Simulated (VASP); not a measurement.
Wanted: the native input for a VASP 6.6.1 run.

| Property | Result |
| --- | --- |
| Task | single point |
| Functional | LDA |
| Potentials or basis | VASP PAW LDA potentials, release 64 (Te, Mo_sv) |
| Cutoff | 520 eV |
| k mesh | 12 × 12 × 1 |
| Occupations | gaussian, width 0.02 eV |
| Spin | no spin polarisation |
| Dipole correction | no |
| Further INCAR settings | ALGO = Normal; EDIFF = 1e-06; NBANDS = 64 |

The structure of Te2Mo lies in POSCAR:

```
Te2Mo
1.0
    3.4709516029      0.0000000000      0.0000000000
   -1.7354758015      3.0059322634      0.0000000000
    0.0000000000      0.0000000000     34.7726266839
Te Mo
8 4
Direct
    0.3333333333      0.6666666667      0.8492252163
    0.3333333333      0.6666666667      0.2452761806
    0.6666666667      0.3333333333      0.6514476145
    0.6666666667      0.3333333333      0.0473937762
    0.6666666667      0.3333333333      0.7547238194
    0.6666666667      0.3333333333      0.1507747837
    0.3333333333      0.6666666667      0.9526062238
    0.3333333333      0.6666666667      0.3485523855
    0.3333333333      0.6666666667      0.7030027249
    0.3333333333      0.6666666667      0.0990851850
    0.6666666667      0.3333333333      0.9009148150
    0.6666666667      0.3333333333      0.2969972751
```

These files were run (other wordings do the same):

INCAR

```
SYSTEM = Te2Mo
ALGO = Normal ; EDIFF = 1E-6
ENCUT = 520 ; GGA = CA
ISIF = 2 ; ISMEAR = 0
LASPH = .TRUE. ; LCHARG = .TRUE.
LELF = .TRUE. ; LREAL = .FALSE.
LVHAR = .TRUE. ; LWAVE = .FALSE.
NBANDS = 64 ; NELM = 80
PREC = Accurate ; SIGMA = 0.02
```

KPOINTS

```
k-points
0
G
  12 12 1
  0 0 0
```

Potentials or basis: VASP PAW LDA potentials, release 64 (Te, Mo_sv).

Launch:

```console
$ cat potpaw_LDA.64/Te/POTCAR potpaw_LDA.64/Mo_sv/POTCAR > POTCAR
$ mpirun -np 1 vasp_std > vasp.out
```

It gave:

* Largest force: 0.050 eV/Å
* Band gap on the k mesh: 0.77 eV (least direct gap 1.14 eV)

Caveat: spin-orbit coupling is left out, which moves the levels of the heavy elements.

Wall time 16 min on 1 thread of Intel(R) Xeon(R) Platinum 8375C CPU @ 2.90GHz (Ice Lake), on a shared host, peak memory 0.57 GiB.
